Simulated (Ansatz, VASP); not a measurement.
One calculation of LiF, two programs

The input INCAR:

```
SYSTEM = LiF
  PREC = Accurate
  ENCUT = 520
  EDIFF = 1E-7
  ISMEAR = 0
  SIGMA = 0.05
  LREAL = .False.
  LASPH = .True.
  NELM = 100
  ALGO = Normal
  ISIF = 2
  LWAVE = .False.
  LCHARG = .False.
  GGA = PE
  NBANDS = 18
```

Contents of KPOINTS:

```
regular mesh
0
Gamma
  9 9 6
  0 0 0
```

Contents of POSCAR:

```
LiF
1.0
    3.0932795901      0.0000000000      0.0000000000
   -1.5466397950      2.6788587060      0.0000000000
    0.0000000000      0.0000000000      5.0058543606
Li F
2 2
Direct
    0.3333333333      0.6666666667      0.3810713234
    0.6666666667      0.3333333333      0.8810713234
    0.3333333333      0.6666666667      0.9939266766
    0.6666666667      0.3333333333      0.4939266766
```

Input for Ansatz:

```yaml
crystal:
  lattice:
    - [3.0932795901, 0.0, 0.0]
    - [-1.546639795, 2.678858706, 0.0]
    - [0.0, 0.0, 5.0058543606]
  atoms:
    - { symbol: Li, position: [0.3333333333, 0.6666666667, 0.3810713234] }
    - { symbol: Li, position: [0.6666666667, 0.3333333333, 0.8810713234] }
    - { symbol: F, position: [0.3333333333, 0.6666666667, 0.9939266766] }
    - { symbol: F, position: [0.6666666667, 0.3333333333, 0.4939266766] }
basis:
  ecutwfc: 520.0
kpoints:
  mp_grid: { grid: [9, 9, 6] }
hamiltonian:
  xc: pbe
scf:
  occupations: { method: gaussian, width: 0.05 }
output:
  forces: true
  stress: true
  eigenvalues: true
```

Alike in both runs: task single point; functional PBE; k mesh 9 × 9 × 6; occupations gaussian, width 0.05 eV; no spin polarisation.

|  | VASP | Ansatz |
| --- | --- | --- |
| version | VASP 6.6.1 | Ansatz 0.2.0 |
| potentials or method | VASP PAW PBE potentials, release 64 (Li_sv, F), cutoff 520 eV | scalar-relativistic, plane waves, PAW |
| valence electrons in the cell | 20 | 20 |

|  | VASP | Ansatz | Ansatz less VASP |
| --- | --- | --- | --- |
| gap on the k mesh at the Fermi level (eV) | 7.62 | 7.63 | +0.011 |
| least direct gap on the mesh (eV) | 7.62 | 7.63 | +0.011 |
| rms of the force components (eV/Å) | 0.054 | 0.051 | -0.0029 |

Atom by atom the forces differ by 0.003 eV/Å (rms over components).

Noted on VASP's run: the cutoff is under 1.25 times that of the potentials, so the pressure is a little rough.
